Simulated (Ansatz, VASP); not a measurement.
## Two plane-wave programs on Ir

Contents of INCAR:

```
SYSTEM = Ir
PREC = Accurate
ENCUT = 520
EDIFF = 1E-7
ISMEAR = 0
SIGMA = 0.15
LREAL = .False.
LASPH = .True.
NELM = 80
ALGO = Fast
ISIF = 2
LWAVE = .False.
LCHARG = .False.
GGA = CA
NBANDS = 10
```

The input KPOINTS:

```
Automatic mesh
0
Gamma
  20 20 20
  0 0 0
```

Contents of POSCAR:

```
Ir
1.0
   -0.2095945338      1.9054048527      1.9054048527
    1.6958103189      0.0000000000      1.6958103189
    1.9054048527      1.9054048527     -0.2095945338
Ir
1
Direct
    0.0000000000      0.0000000000      0.0000000000
```

Input for Ansatz:

```yaml
crystal:
  lattice:
    - [-0.2095945338, 1.9054048527, 1.9054048527]
    - [1.6958103189, 0.0, 1.6958103189]
    - [1.9054048527, 1.9054048527, -0.2095945338]
  atoms:
    - { symbol: Ir, position: [0.0, 0.0, 0.0] }
basis:
  ecutwfc: 420
kpoints:
  mp_grid: { grid: [20, 20, 20] }
hamiltonian:
  xc: lda
scf:
  occupations: { method: gaussian, width: 0.15 }
output:
  forces: true
  stress: true
  eigenvalues: true
```

Change from the starting cell: engineering shear strain xz -0.2200, engineering shear strain yz +0.0000.

Alike in both runs: task single point; functional LDA; k mesh 20 × 20 × 20; occupations gaussian, width 0.15 eV; no spin polarisation.

```csv
,VASP,Ansatz
version,VASP 6.6.1,Ansatz 0.2.0
potentials or method,"VASP PAW LDA potentials, release 64 (Ir), cutoff 520 eV","scalar-relativistic, plane waves, PAW"
valence electrons in the cell,9,17
```

```csv
,VASP,Ansatz,Ansatz less VASP
gap on the k mesh at the Fermi level (eV),none,none,-
pressure (GPa),29.5,26.8,-2.79
"traceless stress, the component that is largest in VASP (GPa)",63.02,62.38,-0.637
```

LDA's correlation is that of Perdew and Zunger in VASP and of Perdew and Wang (1992) in Ansatz. A gap of «none» marks a metal or a gap that the smearing closes. VASP's potentials hold 9 valence electrons a cell and Ansatz's 17, so a difference there can come from the potentials and not from the codes.

Spin-orbit coupling is off throughout.
